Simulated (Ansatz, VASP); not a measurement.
## Two plane-wave programs on CoO

```
Co O
1.0
     2.55601    0.00000    0.00000
     0.00000    2.55601    0.00000
     0.00000    0.00000    2.55601
Co O
1 1
Direct
  0.00000 0.00000 0.00000
  0.50000 0.50000 0.50000
```

Alike in both runs: functional PBE; k mesh 16 × 16 × 16; occupations gaussian, width 0.1 eV; no spin polarisation.

Ansatz relaxed the structure, and its values are those at the end. VASP's run is a single point on that final structure, the one shown.

|  | VASP | Ansatz |
| --- | --- | --- |
| version | VASP 6.6.1 | Ansatz 0.2.0 |
| potentials or method | VASP PAW PBE potentials, release 64 (Co, O), cutoff 520 eV | scalar-relativistic, plane waves, PAW |
| valence electrons in the cell | 15 | 23 |

|  | VASP | Ansatz | Ansatz less VASP |
| --- | --- | --- | --- |
| gap on the k mesh at the Fermi level (eV) | none | none | - |
| pressure (GPa) | -0.5 | 0.0 | +0.50 |

A gap of «none» marks a metal or a gap that the smearing closes. With one functional, cell and mesh, what is left measures potentials, basis and numerics. VASP's potentials hold 15 valence electrons a cell and Ansatz's 23, so a difference there can come from the potentials and not from the codes.
